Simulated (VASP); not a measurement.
Input of a VASP 6.6.1 run:

INCAR

```
PREC = Accurate
ENCUT = 520
EDIFF = 1E-6
ISMEAR = -1
SIGMA = 0.1
LREAL = F
LASPH = T
NELM = 100
ALGO = Normal
ISIF = 2
LWAVE = F
LCHARG = F
GGA = PE
NBANDS = 18
```

Contents of KPOINTS:

```
regular mesh
0
Gamma
  23 23 12
```

POSCAR

```
Cu
1.0
    2.5661520238      0.0000000000      0.0000000000
   -1.2830760119      2.2223528426      0.0000000000
    0.0000000000      0.0000000000      4.2018316688
Cu
2
Direct
    0.3333333333      0.6666666667      0.2500000000
    0.6666666667      0.3333333333      0.7500000000
```

Potentials or basis: VASP PAW PBE potentials, release 64 (Cu).

Launch:

```sh
$ cat potpaw_PBE.64/Cu/POTCAR > POTCAR
$ mpirun -np 1 vasp_std > vasp.out
```

Problem. What does it give for the band gap on the k mesh?

Solution. Zero (band 11 reaches 11.24 eV, above the bottom of band 12 at 5.47 eV).

Problem. What does it give for the pressure?

Solution. 0.7 GPa.

Stress tensor (GPa, compression positive):
```
0.41 0.00 0.00
0.00 0.41 0.00
0.00 0.00 1.16
```
